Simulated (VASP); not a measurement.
# As (R-3m) in VASP: notebook, part 2 of 2

VASP 6.6.1. The steps go on from the part before.

**5. Single point, LDA (volume scaled by 0.98)**

Contents of INCAR:

```
SYSTEM = As
PREC = Accurate ; ENCUT = 520
EDIFF = 1E-7 ; ISMEAR = -1
SIGMA = 0.05 ; LREAL = .FALSE.
LASPH = .TRUE. ; NELM = 100
ALGO = Normal ; ISIF = 2
LWAVE = .FALSE. ; LCHARG = .FALSE.
GGA = CA ; NBANDS = 12
```

Contents of KPOINTS:

```
regular mesh
0
G
  13 13 13
  0 0 0
```

Contents of POSCAR:

```
As
1.0
    1.8671333092      1.0779899187      3.4623748656
   -1.8671333092      1.0779899187      3.4623748656
    0.0000000000     -2.1559798374      3.4623748656
As
2
Direct
    0.2275400000      0.2275400000      0.2275400000
    0.7724600000      0.7724600000      0.7724600000
```

Potentials or basis: VASP PAW LDA potentials, release 64 (As).

Run with:

```sh
$ cat potpaw_LDA.64/As/POTCAR > POTCAR
$ mpirun -np 1 vasp_std > vasp.out
```

OUTCAR:

```text
SYSTEM = As
   PREC = Accurate
   ENCUT = 520
   EDIFF = 1E-7
   ISMEAR = -1
   LREAL = .FALSE.
   LASPH = .TRUE.
   NELM = 100
   ISIF = 2
   GGA = CA

 ion  position               nearest neighbor table
   1  0.228  0.228  0.228-   2 2.50   2 2.50   2 2.50
   2  0.772  0.772  0.772-   1 2.50   1 2.50   1 2.50

  LATTYP: Found a trigonal (rhomboedric) cell.
 ALAT       =     4.0787606903
 COS(alpha) =     0.5808936906

  Lattice vectors:

 A1 = (   1.8671333092,   1.0779899187,   3.4623748656)
 A2 = (  -1.8671333092,   1.0779899187,   3.4623748656)
 A3 = (   0.0000000000,  -2.1559798374,   3.4623748656)

Analysis of symmetry for initial positions (statically):
=====================================================================
 Subroutine PRICEL returns:
 Original cell was already a primitive cell.

 Routine SETGRP: Setting up the symmetry group for a
 trigonal (rhombohedral) supercell.

 Subroutine GETGRP returns: Found 12 space group operations
 (whereof 12 operations were pure point group operations)
 out of a pool of 12 trial point group operations.

The static configuration has the point symmetry D_3d.

Analysis of symmetry for dynamics (positions and initial velocities):
[... 166 lines left out ...]

 k-point     1 :       0.0000    0.0000    0.0000
  band No.  band energies     occupation
      1      -9.5063      2.00000
      2       0.0504      2.00000
      3       3.1746      2.00000
      4       3.7300      2.00000
      5       3.7300      2.00000
      6       7.5096      0.00000
      7       8.7419      0.00000
      8       8.7419      0.00000
      9      12.5567      0.00000
     10      12.5567      0.00000
     11      12.9890      0.00000
     12      14.5282      0.00000
[... 331 lines left out ...]
 k-point    24 :       0.4615    0.1538    0.0000
  band No.  band energies     occupation
      1      -7.1594      2.00000
      2      -4.5426      2.00000
      3       1.4895      2.00000
      4       2.2480      2.00000
      5       3.8808      2.00000
      6       7.4440      0.00000
      7       7.6166      0.00000
      8       8.7498      0.00000
      9      12.4076      0.00000
     10      15.4730      0.00000
     11      15.9905      0.00000
     12      17.8740      0.00000

 [... further k-points ...]
[... 5 lines left out ...]
  --------------------------------------------------------------------------------------
  -------------------------------------------------------------------------------------
  Total        0.2819788      0.2819788     -0.1457816     -0.0000000     -0.0000000      0.0000000
  in kB       10.8046723     10.8046723     -5.5859599     -0.0000000     -0.0000000      0.0000000
  external PRESSURE =       5.3411283 kB  Pullay stress =       0.0000000 kB

 VOLUME and BASIS-vectors are now :
 -----------------------------------------------------------------------------
  energy-cutoff  :      520.00
  volume of cell :       41.81
      direct lattice vectors                 reciprocal lattice vectors
     1.867133309  1.077989919  3.462374866     0.267790199  0.154608743  0.096273034
    -1.867133309  1.077989919  3.462374866    -0.267790199  0.154608743  0.096273034
     0.000000000 -2.155979837  3.462374866     0.000000000 -0.309217487  0.096273034

 POSITION                                       TOTAL-FORCE (eV/Angst)
 -----------------------------------------------------------------------------------
      0.00000      0.00000      2.36349         0.000000      0.000000      0.277231
      0.00000      0.00000      8.02364         0.000000     -0.000000     -0.277231
 -----------------------------------------------------------------------------------
    total drift:                               -0.000000      0.000000     -0.000000

  FREE ENERGIE OF THE ION-ELECTRON SYSTEM (eV)
  ---------------------------------------------------
  free  energy   TOTEN  =       -10.7693340839 eV

  energy  without entropy=      -10.7682533435  energy(sigma->0) =      -10.76879371
```

OSZICAR:

```text
N       E                     dE             d eps       ncg     rms          rms(c)
DAV:   1     0.280008170412E+02    0.28001E+02   -0.42373E+03  5544   0.698E+02
DAV:   2    -0.914306294190E+01   -0.37144E+02   -0.35560E+02  7344   0.112E+02
DAV:   3    -0.108119273290E+02   -0.16689E+01   -0.16621E+01  7076   0.245E+01
DAV:   4    -0.108203508140E+02   -0.84235E-02   -0.84222E-02  6208   0.197E+00
DAV:   5    -0.108203722624E+02   -0.21448E-04   -0.21448E-04  7012   0.108E-01    0.371E+00
DAV:   6    -0.107864421929E+02    0.33930E-01   -0.98191E-03  6124   0.510E-01    0.220E+00
DAV:   7    -0.107693699449E+02    0.17072E-01   -0.18613E-02  6284   0.720E-01    0.735E-02
DAV:   8    -0.107693300214E+02    0.39923E-04   -0.52943E-04  6416   0.144E-01    0.229E-02
DAV:   9    -0.107693341981E+02   -0.41767E-05   -0.29944E-05  6816   0.306E-02    0.105E-02
DAV:  10    -0.107693339693E+02    0.22887E-06   -0.15159E-06  6440   0.671E-03    0.314E-03
DAV:  11    -0.107693340899E+02   -0.12059E-06   -0.16445E-07  6084   0.253E-03    0.618E-04
DAV:  12    -0.107693340839E+02    0.59548E-08   -0.23488E-08  3400   0.751E-04
   1 F= -.10769334E+02 E0= -.10768794E+02  d E =-.108074E-02
```

It took 92 s on 1 thread of Intel Xeon Platinum 8259CL at 2.50GHz (Skylake/Cascade Lake), shared host; peak memory 0.22 GiB.

Results:

* Free energy: -10.7693 eV
* Pressure: 0.5 GPa
* Largest force: 0.277 eV/Å
* Band gap on the k mesh: zero (band 5 reaches 5.97 eV, above the bottom of band 6 at 5.62 eV)

Forces in eV/Å, atoms in the order of the input:
```
As   0.000  0.000  0.277
As   0.000  0.000 -0.277
```

Levels at points of the mesh, in eV from the Fermi level:
```csv
k point,band 1,band 2,band 3,band 4,band 5,band 6,band 7,band 8,band 9,band 10
"(0.00, 0.00, 0.00)",-15.34,-5.78,-2.66,-2.10,-2.10,1.68,2.91,2.91,6.72,6.72
```

**6. The runs side by side**

```tsv
cell	gap on the mesh (eV)	pressure (GPa)	largest force (eV/Å)
a = 4.022 Å, angles 54.5°, 2 atoms	none	4.4	0.59
a = 4.051 Å, angles 54.5°, 2 atoms	none	2.4	0.43
a = 4.084 Å, angles 53.6°, 2 atoms	none	2.6	0.39
a = 4.079 Å, angles 54.5°, 2 atoms	none	0.5	0.28
```

Alike in all rows: task single point; level LDA; potentials or basis VASP PAW LDA potentials, release 64 (As); no spin polarisation; k mesh 13 × 13 × 13; cutoff (eV) 520; smearing fermi-dirac 0.05 eV.

Absolute energies hang on the potentials; compare differences alone.
